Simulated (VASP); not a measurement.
# MnS: single point with PBE

The system is MnS.

```
CELL_PARAMETERS angstrom
0.00000 2.66348 2.66348
2.66348 0.00000 2.66348
2.66348 2.66348 0.00000
ATOMIC_POSITIONS crystal
Mn 0.00000 0.00000 0.00000
S 0.50000 0.50000 0.50000
```

This cell differs from its parent crystal: volume scaled by 1.06.

```yaml
Program: VASP 6.6.1
Task: single point
Functional: PBE
Potentials_or_basis: VASP PAW PBE potentials, release 64 (Mn_pv, S)
Cutoff: 520 eV
k_mesh: 12 × 12 × 12
Occupations: fermi-dirac, width 0.05 eV
Spin: collinear spin, ferromagnetic start
Starting_moments: "[4.0, 0.0] μB"
Dipole_correction: no
Further_INCAR_settings: ALGO = Normal; EDIFF = 1e-07; NBANDS = 20
```

```json
{
 "Pressure": "-5.9 GPa",
 "Net moment": "4.85 μB per cell",
 "Site moments": "Mn +4.36; S +0.12 μB",
 "Valence electrons inside the program's atomic spheres": "Mn 11.25; S 3.71"
}
```

Levels at points of the mesh, in eV from the Fermi level:
Spin up:
```
           k point  band 10  band 11  band 12  band 13  band 14  band 15
(0.00, 0.00, 0.00)    -1.76    -1.76    -1.76     1.27     8.48     8.48
(0.50, 0.00, 0.00)    -2.58     0.19     0.19     2.80     5.35     5.35
(0.50, 0.50, 0.00)    -2.82    -2.82    -2.41     0.72     5.42     9.60
```
Spin down:
```csv
k point,band 5,band 6,band 7,band 8,band 9,band 10
"(0.00, 0.00, 0.00)",-1.54,-1.54,-1.54,0.48,0.48,0.48
"(0.50, 0.00, 0.00)",-5.90,-3.06,-3.06,1.32,1.32,1.48
"(0.50, 0.50, 0.00)",-5.13,-2.93,-2.93,-0.49,0.87,1.54
```

Wall time 60 s on 1 thread of Intel(R) Xeon(R) Platinum 8488C (Sapphire Rapids) (shared host), peak memory 0.22 GiB.

Caveat: a cell with one magnetic atom can't hold antiferromagnetic order, which such compounds often take; semilocal functionals often make such compounds metallic where correlation or magnetic order opens a gap, which also shifts bond lengths.
